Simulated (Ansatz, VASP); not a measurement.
# TiN in VASP and in Ansatz

File INCAR:

```
SYSTEM = TiN
PREC = Accurate ; ENCUT = 520
EDIFF = 1E-8 ; ISMEAR = -1
SIGMA = 0.05 ; LREAL = .FALSE.
LASPH = .TRUE. ; NELM = 60
ALGO = Normal ; ISIF = 2
LWAVE = .FALSE. ; LCHARG = .FALSE.
GGA = PE ; LEFG = .TRUE.
NBANDS = 16
```

The input KPOINTS:

```
Automatic mesh
0
G
  13 13 13
  0 0 0
```

File POSCAR:

```
TiN
1.0
    0.0000000000      2.0933208087      2.0933208087
    2.0933208087      0.0000000000      2.0933208087
    2.0933208087      2.0933208087      0.0000000000
Ti N
1 1
Direct
    0.0000000000      0.0000000000      0.0000000000
    0.5000000000      0.5000000000      0.5000000000
```

Input for Ansatz:

```yaml
crystal:
  lattice:
    - [0.0, 2.0933208087, 2.0933208087]
    - [2.0933208087, 0.0, 2.0933208087]
    - [2.0933208087, 2.0933208087, 0.0]
  atoms:
    - { symbol: Ti, position: [0.0, 0.0, 0.0] }
    - { symbol: "N", position: [0.5, 0.5, 0.5] }
kpoints:
  mp_grid: { grid: [13, 13, 13] }
scf:
  occupations: { method: fermi_dirac, width: 0.05 }
hamiltonian:
  xc: pbe
  pseudopotentials: { kind: all_electron, datasets: crystal }
output:
  forces: true
  stress: true
  eigenvalues: true
  efg: { contact_densities: true }
```

Change from the starting cell: volume scaled by 0.96, crystal datasets.

Alike in both runs: task electric field gradients; functional PBE; k mesh 13 × 13 × 13; occupations fermi-dirac, width 0.05 eV; no spin polarisation.

|  | VASP | Ansatz |
| --- | --- | --- |
| version | VASP 6.6.1 | Ansatz 0.2.0 |
| potentials or method | VASP PAW PBE potentials, release 64 (Ti_sv, N), cutoff 520 eV | all-electron PAW with datasets made for the crystal, scalar-relativistic |

|  | VASP | Ansatz | Ansatz less VASP |
| --- | --- | --- | --- |
| pressure (GPa) | 13.5 | 13.0 | -0.48 |

Ansatz ran all-electron here, and VASP with PAW potentials.
